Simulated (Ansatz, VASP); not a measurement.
# ScNb: VASP beside Ansatz

```
Nb Sc
1.0
     3.08595    0.00000    0.00000
    -1.54297    2.67251    0.00000
     0.00000    0.00000    5.10579
Nb Sc
1 1
Direct
  0.33333 0.66667 0.50000
  0.00000 0.00000 0.00000
```

Alike in both runs: task single point; functional PBE; k mesh 10 × 10 × 5; occupations fermi-dirac, width 0.05 eV; no spin polarisation.

|  | VASP | Ansatz |
| --- | --- | --- |
| version | VASP 6.6.1 | Ansatz 0.2.0 |
| potentials or method | VASP PAW PBE potentials, release 64 (Nb_sv, Sc_sv) | Ansatz PAW earlier set |
| plane-wave cutoff (eV) | 520 | 920 |
| valence electrons in the cell | 24 | 24 |

|  | VASP | Ansatz | Ansatz less VASP |
| --- | --- | --- | --- |
| gap on the k mesh at the Fermi level (eV) | none | none | - |
| pressure (GPa) | -2.2 | -2.1 | +0.07 |
| traceless stress, the component that is largest in VASP (GPa) | -0.39 | -0.44 | -0.043 |

A gap of «none» marks a metal or a gap that the smearing closes.
